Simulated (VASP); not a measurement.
Set up this calculation in VASP 6.6.1, as the native input.

| Quantity | Value |
| --- | --- |
| Task | relaxation of cell and atoms |
| Functional | r2SCAN |
| Potentials or basis | VASP PAW PBE potentials, release 64 (Si, N) |
| Cutoff | 600 eV |
| k mesh | 6 × 6 × 6 |
| Occupations | gaussian, width 0.02 eV |
| Spin | no spin polarisation |
| Dipole correction | no |
| Further INCAR settings | ALGO = Normal; EDIFF = 1e-06; IBRION = 2; EDIFFG = -0.01; NSW = 100; ISIF = 3 |

Crystal: Si3N4.

```xyz
14
Lattice="-3.2210 3.2210 3.2210 3.2210 -3.2210 3.2210 3.2210 3.2210 -3.2210" Properties=species:S:1:pos:R:3 pbc="T T T"
Si    1.6105    2.4157    0.0000
Si    0.0000    1.6105    2.4157
Si    0.0000    4.8315    0.8052
Si    2.4157    0.0000    1.6105
Si    0.8052    0.0000    4.8315
Si    4.8315    0.8052    0.0000
N    -1.4096    1.8114    1.4096
N    -0.2009    0.2009    3.4219
N     3.0201    3.0201    3.0201
N     3.4219   -0.2009    0.2009
N     1.4096    1.4096    1.4096
N     1.8114    1.4096   -1.4096
N     0.2009    3.4219   -0.2009
N     1.4096   -1.4096    1.8114
```

One way to write it, as run:

POSCAR

```
Si3N4
1.0
   -3.2209928867      3.2209928867      3.2209928867
    3.2209928867     -3.2209928867      3.2209928867
    3.2209928867      3.2209928867     -3.2209928867
Si N
6 8
Direct
    0.3750000000      0.2500000000      0.6250000000
    0.6250000000      0.3750000000      0.2500000000
    0.8750000000      0.1250000000      0.7500000000
    0.2500000000      0.6250000000      0.3750000000
    0.7500000000      0.8750000000      0.1250000000
    0.1250000000      0.7500000000      0.8750000000
    0.5000000000      0.0000000000      0.0623708567
    0.5623708567      0.5000000000      0.0000000000
    0.9376291433      0.9376291433      0.9376291433
    0.0000000000      0.5623708567      0.5000000000
    0.4376291433      0.4376291433      0.4376291433
    0.0000000000      0.0623708567      0.5000000000
    0.5000000000      0.0000000000      0.5623708567
    0.0623708567      0.5000000000      0.0000000000
```

INCAR.step1

```
SYSTEM = Si3N4
PREC = Accurate ; ENCUT = 600
ISMEAR = 0 ; SIGMA = 0.02
LREAL = .FALSE. ; LASPH = .TRUE.
NELM = 100 ; GGA = PE
ALGO = Normal ; EDIFF = 1E-4
LWAVE = .TRUE. ; LCHARG = .FALSE.
```

INCAR.step2

```
SYSTEM = Si3N4
PREC = Accurate ; ENCUT = 600
EDIFF = 1E-6 ; ISMEAR = 0
SIGMA = 0.02 ; LREAL = .FALSE.
LASPH = .TRUE. ; NELM = 100
ALGO = Normal ; ISIF = 3
LWAVE = .FALSE. ; LCHARG = .FALSE.
METAGGA = R2SCAN ; LMIXTAU = .TRUE.
IBRION = 2 ; NSW = 100
EDIFFG = -0.01 ; ISTART = 1
```

KPOINTS

```
Automatic mesh
0
G
  6 6 6
  0 0 0
```

Potentials or basis: VASP PAW PBE potentials, release 64 (Si, N).

Launch:

```console
$ cat potpaw_PBE.64/Si/POTCAR potpaw_PBE.64/N/POTCAR > POTCAR
$ cp INCAR.step1 INCAR
$ mpirun -np 1 vasp_std > vasp.out
$ cp INCAR.step2 INCAR
$ mpirun -np 1 vasp_std > vasp.out
```

Results of the run:

| Property | Result |
| --- | --- |
| Pressure after relaxing | 0.1 GPa |
| Largest force after relaxing | 0.006 eV/Å |
| Band gap on the k mesh | 4.76 eV (least direct gap 4.93 eV) |

Caveat: the relaxation stopped at its first step, so nothing moved; the PAW data sets were made with another functional, which shifts forces and pressure a little.

Wall time 13 min on 1 thread of Intel Xeon 8259CL, with other jobs on the host, peak memory 0.39 GiB.
